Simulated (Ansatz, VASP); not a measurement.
## One calculation of BaS, two programs

```
CELL_PARAMETERS angstrom
4.37581 0.00000 0.00000
-2.18791 3.78957 0.00000
0.00000 0.00000 7.68364
ATOMIC_POSITIONS crystal
Ba 0.00000 0.00000 0.01041
Ba 0.00000 0.00000 0.50000
S 0.33333 0.66667 0.25000
S 0.66667 0.33333 0.75000
```

Alike in both runs: task single point; functional PBEsol; k mesh 8 × 8 × 6; occupations gaussian, width 0.05 eV; no spin polarisation.

```csv
,VASP,Ansatz
version,VASP 6.6.1,Ansatz 0.2.0
potentials or method,"VASP PAW PBE potentials, release 64 (Ba_sv, S), cutoff 520 eV","scalar-relativistic, plane waves, PAW"
valence electrons in the cell,32,32
```

VASP gave:

```
gap on the k mesh at the Fermi level (eV)                     : 2.13
least direct gap on the mesh (eV)                             : 2.15
pressure (GPa)                                                : 0.8
traceless stress, the component that is largest in VASP (GPa) : 0.10
rms of the force components (eV/Å)                            : 0.171
```

Task: Which values does Ansatz return?

Result: gap on the k mesh at the Fermi level (eV): 2.24; least direct gap on the mesh (eV): 2.26; pressure (GPa): 0.0; traceless stress, the component that is largest in VASP (GPa): -0.03; rms of the force components (eV/Å): 0.163.

VASP's potentials were made for PBE, not for PBEsol. Atom by atom the forces differ by 0.009 eV/Å (rms over components).

Spin-orbit coupling is off throughout.
